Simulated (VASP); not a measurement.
Set up this calculation in VASP 6.6.1, as the native input.

```yaml
Task: single point
Functional: r2SCAN
Potentials_or_basis: VASP PAW PBE potentials, release 64 (C)
Cutoff: 520 eV
k_mesh: 12 × 12 × 12
Occupations: gaussian, width 0.01 eV
Spin: no spin polarisation
Dipole_correction: no
Further_INCAR_settings: ALGO = Normal; EDIFF = 1e-06; NBANDS = 11
```

Crystal: C.

```
CELL_PARAMETERS angstrom
0.00000 1.70892 1.70892
1.70892 0.00000 1.70892
1.70892 1.70892 0.00000
ATOMIC_POSITIONS crystal
C 0.00000 0.00000 0.00000
C 0.25000 0.25000 0.25000
```

This cell differs from its parent crystal: strain -4.0%.

The input as run:

POSCAR

```
C
1.0
    0.0000000000      1.7089191768      1.7089191768
    1.7089191768      0.0000000000      1.7089191768
    1.7089191768      1.7089191768      0.0000000000
C
2
Direct
    0.0000000000      0.0000000000      0.0000000000
    0.2500000000      0.2500000000      0.2500000000
```

INCAR.step1

```
SYSTEM = C
PREC = Accurate
ENCUT = 520
ISMEAR = 0
SIGMA = 0.01
LREAL = .FALSE.
LASPH = .TRUE.
NELM = 60
NBANDS = 11
GGA = PE
ALGO = Normal
EDIFF = 1E-4
LWAVE = .TRUE.
LCHARG = .FALSE.
```

INCAR.step2

```
SYSTEM = C
PREC = Accurate
ENCUT = 520
EDIFF = 1E-6
ISMEAR = 0
SIGMA = 0.01
LREAL = .FALSE.
LASPH = .TRUE.
NELM = 60
ALGO = Normal
ISIF = 2
LWAVE = .FALSE.
LCHARG = .FALSE.
METAGGA = R2SCAN
LMIXTAU = .TRUE.
NBANDS = 11
ISTART = 1
```

KPOINTS

```
regular mesh
0
G
  12 12 12
  0 0 0
```

Potentials or basis: VASP PAW PBE potentials, release 64 (C).

Command:

```bash
$ cat potpaw_PBE.64/C/POTCAR > POTCAR
$ cp INCAR.step1 INCAR
$ mpirun -np 1 vasp_std > vasp.out
$ cp INCAR.step2 INCAR
$ mpirun -np 1 vasp_std > vasp.out
```

Results of the run:

```
Pressure               : 70.6 GPa
Band gap on the k mesh : 4.65 eV, indirect (least direct gap 6.19 eV)
```

Caveat: the cell differs from its parent crystal (strain -4.0%); the PAW data sets were made with another functional, which shifts forces and pressure a little.

Run time: 41 s on 1 thread of AMD EPYC 7R43 64-Core Processor (Zen 3), with other jobs on the host, peak memory 0.08 GiB.
